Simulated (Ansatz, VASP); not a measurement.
One calculation of Mo, two programs

```
Mo
1.0
     0.06045    2.04522    2.04522
     2.04522    0.06045    2.04522
     2.04522    2.04522    0.06045
Mo
1
Direct
  0.00000 0.00000 0.00000
```

Change from the starting cell: equal xy, yz and zx shear strains of +3 %, PAW files.

Alike in both runs: task electric field gradients; functional PBE; k mesh 17 × 17 × 17; occupations fermi-dirac, width 0.08 eV; no spin polarisation.

```csv
,VASP,Ansatz
version,VASP 6.6.1,Ansatz 0.2.0
potentials or method,"VASP PAW PBE potentials, release 64 (Mo_sv)","PAW with Ansatz's default frozen-core files, scalar-relativistic"
plane-wave cutoff (eV),400,420
valence electrons in the cell,14,14
```

```csv
,VASP,Ansatz,Ansatz less VASP
pressure (GPa),-4.5,-4.1,+0.44
"traceless stress, the component that is largest in VASP (GPa)",0.08,0.11,+0.026
size of Vzz on the site where it differs most (V/Å²),5.4,7.3,+1.90
```
